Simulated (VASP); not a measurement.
The system is Hf2H3.

```xyz
5
Lattice="3.5753 0.0000 0.0000 0.0000 4.3983 0.0000 0.0000 0.0000 5.3023" Properties=species:S:1:pos:R:3 pbc="T T T"
Hf    1.7877    2.1992    2.6511
Hf    1.7877    0.0000    2.6511
H     0.0000    0.0000    2.6511
H     1.7877    0.0000    0.0000
H     0.0000    0.0000    0.0000
```

The cell was built from a structure type or drawn by symmetry, and may not be a known phase.

```yaml
Program: VASP 6.6.1
Task: relaxation of cell and atoms
Functional: PBE
Potentials_or_basis: VASP PAW PBE potentials, release 64 (Hf_pv, H)
Cutoff: 600 eV
k_mesh: 6 × 4 × 4
Occupations: gaussian, width 0.1 eV
Spin: no spin polarisation
```

At the start: pressure 18.6 GPa; volume 16.68 Å³/atom.

**Question.** How do energy, volume and symmetry change on relaxing?

**Answer.** Over 15 steps the energy falls by 1093.5 meV/atom and the volume is 14.43 Å³/atom (-13.5 %); space group Pmmm (No. 47, to 0.1 Å) before, P4/mmm (No. 123, to 0.1 Å).

The path:
```
step  energy change (eV)  largest force (eV/Å)  pressure (GPa)  volume (Å³)
   1              0.0000                0.0000           18.59        83.38
   2             -3.2256                0.0000           -7.34       104.90
   3             -3.2472                0.0000           -4.83        98.34
   4             -3.2835                0.0000           -6.16       101.10
   5             -3.2828                0.0000           -5.88       100.42
   6             -3.8247                0.0000           -4.81        91.61
   7             -4.9295                0.0000            8.07        66.76
   8             -5.0849                0.0000           10.04        64.96
   9             -5.0900                0.0000           10.72        64.51
  10             -5.2697                0.0000            7.22        66.56
  11             -5.4613                0.0000            0.60        71.61
  12             -5.4654                0.0000           -0.23        72.42
  13             -5.4655                0.0000           -0.40        72.59
  14             -5.4665                0.0000           -0.28        72.45
  15             -5.4675                0.0000           -0.02        72.13
```

Final structure:
```cif
data_structure
_symmetry_space_group_name_H-M 'P 1'
_symmetry_Int_Tables_number 1
_cell_length_a 3.5702
_cell_length_b 5.7313
_cell_length_c 3.5251
_cell_angle_alpha 90.000
_cell_angle_beta 90.000
_cell_angle_gamma 90.000
_cell_volume 72.13
loop_
_atom_site_label
_atom_site_type_symbol
_atom_site_fract_x
_atom_site_fract_y
_atom_site_fract_z
_atom_site_occupancy
Hf1 Hf 0.50000 0.50000 0.50000 1
Hf2 Hf 0.50000 0.00000 0.50000 1
H1 H 0.00000 0.00000 0.50000 1
H2 H 0.50000 0.00000 0.00000 1
H3 H 0.00000 0.00000 0.00000 1
```

Caveat: a cell axis changed by over 15 % at a fixed basis, so the end point is rough.
